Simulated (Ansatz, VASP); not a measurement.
**Two plane-wave programs on K2S**

The input INCAR:

```
SYSTEM = K2S
  PREC = Accurate
  ENCUT = 500
  EDIFF = 1E-6
  ISMEAR = 1
  SIGMA = 0.5
  LREAL = .FALSE.
  LASPH = .TRUE.
  NELM = 120
  ALGO = Normal
  ISIF = 2
  LWAVE = .FALSE.
  LCHARG = .TRUE.
  GGA = PE
  LELF = .TRUE.
  LVHAR = .TRUE.
  NBANDS = 19
  GGA_COMPAT = .FALSE.
```

The input KPOINTS:

```
regular mesh
0
G
  4 4 4
  0 0 0
```

File POSCAR:

```
K2S
1.0
    0.0000000000      3.7027568684      3.7027568684
    3.7027568684      0.0000000000      3.7027568684
    3.7027568684      3.7027568684      0.0000000000
S K
1 2
Direct
    0.0000000000      0.0000000000      0.0000000000
    0.2500000000      0.2500000000      0.2500000000
    0.7500000000      0.7500000000      0.7500000000
```

Input for Ansatz:

```yaml
crystal:
  lattice:
    - [0.0, 3.7027568684, 3.7027568684]
    - [3.7027568684, 0.0, 3.7027568684]
    - [3.7027568684, 3.7027568684, 0.0]
  atoms:
    - { symbol: S, position: [0.0, 0.0, 0.0] }
    - { symbol: K, position: [0.25, 0.25, 0.25] }
    - { symbol: K, position: [0.75, 0.75, 0.75] }
kpoints:
  mp_grid: { grid: [4, 4, 4] }
hamiltonian:
  xc: pbe
scf:
  occupations: { method: methfessel_paxton, width: 0.5 }
  n_extra_bands: 4
output:
  forces: true
  stress: true
  eigenvalues: true
```

Alike in both runs: task single point; functional PBE; k mesh 4 × 4 × 4; occupations methfessel-paxton of order 1, width 0.5 eV; no spin polarisation.

```csv
,VASP,Ansatz
version,VASP 6.6.1,Ansatz 0.2.0
potentials or method,"VASP PAW PBE potentials, release 64 (S, K_sv)",plane waves
plane-wave cutoff (eV),500,420
valence electrons in the cell,24,24
```

```tsv
	VASP	Ansatz	Ansatz less VASP
pressure (GPa)	0.4	0.4	+0.01
```

With one functional, cell and mesh, what is left measures potentials, basis and numerics. Ansatz's warnings: smearing energy in gap.
